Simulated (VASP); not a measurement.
**Ni: single point with r2SCAN**

Crystal: Ni.

```
CELL_PARAMETERS angstrom
0.00000 2.51359 2.51359
2.51359 0.00000 2.51359
2.51359 2.51359 0.00000
ATOMIC_POSITIONS crystal
Ni 0.50000 0.50000 0.50000
Ni 0.75000 0.75000 0.75000
```

This isn't the form of Ni at room conditions, which is fcc.

```
Program                : VASP 6.6.1
Task                   : single point
Functional             : r2SCAN
Potentials or basis    : VASP PAW PBE potentials, release 64 (Ni)
Cutoff                 : 520 eV
k mesh                 : 6 × 6 × 6
Occupations            : gaussian, width 0.1 eV
Spin                   : collinear spin, ferromagnetic start
Starting moments       : [0.95, 0.95] μB
Dipole correction      : no
Further INCAR settings : ALGO = Normal; EDIFF = 1e-06; NBANDS = 21
```

The pressure is 0.0 GPa, the net moment is 1.65 μB per cell and the site moments are Ni +0.83 μB. The valence electrons inside the program's atomic spheres are Ni 9.31.

Levels at points of the mesh, in eV from the Fermi level:
Spin up:
| k point | band 9 | band 10 | band 11 | band 12 | band 13 | band 14 |
| --- | --- | --- | --- | --- | --- | --- |
| (0.00, 0.00, 0.00) | -2.23 | -1.18 | -1.18 | 12.25 | 12.25 | 12.25 |
| (0.50, 0.00, 0.00) | -1.72 | -1.39 | -1.39 | 0.06 | 8.89 | 8.89 |
| (0.50, 0.50, 0.00) | -1.27 | -1.27 | 0.79 | 0.79 | 4.54 | 4.54 |
Spin down:
```csv
k point,band 6,band 7,band 8,band 9,band 10,band 11,band 12,band 13
"(0.00, 0.00, 0.00)",-2.67,-0.92,-0.92,-0.92,-0.01,-0.01,12.41,12.41
"(0.50, 0.00, 0.00)",-2.60,-1.82,-0.77,-0.77,0.03,0.03,1.17,8.95
"(0.50, 0.50, 0.00)",-2.34,-1.37,-1.37,0.21,0.21,1.45,1.45,4.45
```

Run time: 3.1 min on 1 thread of Intel Xeon 8259CL, with other jobs on the host, peak memory 0.19 GiB.

Caveat: the k points lie up to 0.36 Å⁻¹ apart; the PAW data sets were made with another functional, which shifts forces and pressure a little.
